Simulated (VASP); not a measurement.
Bi2Te3, 5 atoms in the cell. The cell holds a slab with vacuum, 5 atoms: a = 4.353 Å, b = 4.353 Å, c = 41.027 Å, α = 90.00°, β = 90.00°, γ = 120.00°. 

- Program: VASP 6.6.1
- Task: single point
- Functional: PBE
- Dispersion: D3(BJ)
- Potentials or basis: VASP PAW PBE potentials, release 64 (Te, Bi_d)
- Cutoff: 520 eV
- k mesh: 9 × 9 × 1
- Occupations: gaussian, width 0.01 eV
- Spin: no spin polarisation
- Dipole correction: yes
- Further INCAR settings: ALGO = Normal; EDIFF = 1e-07; NBANDS = 32

Potentials or basis: VASP PAW PBE potentials, release 64 (Te, Bi_d).

Command:

```console
$ cat potpaw_PBE.64/Te/POTCAR potpaw_PBE.64/Bi_d/POTCAR > POTCAR
$ mpirun -np 1 vasp_std > vasp.out
```

Hardware: 1 thread of Intel(R) Xeon(R) Platinum 8259CL CPU @ 2.50GHz (Skylake/Cascade Lake) (shared host).

Task: Estimate the wall time of this run.

Result: Wall time 9.7 min on 1 thread of Intel(R) Xeon(R) Platinum 8259CL CPU @ 2.50GHz (Skylake/Cascade Lake) (shared host), peak memory 0.81 GiB. Counts: scf iterations 30, k points 12.
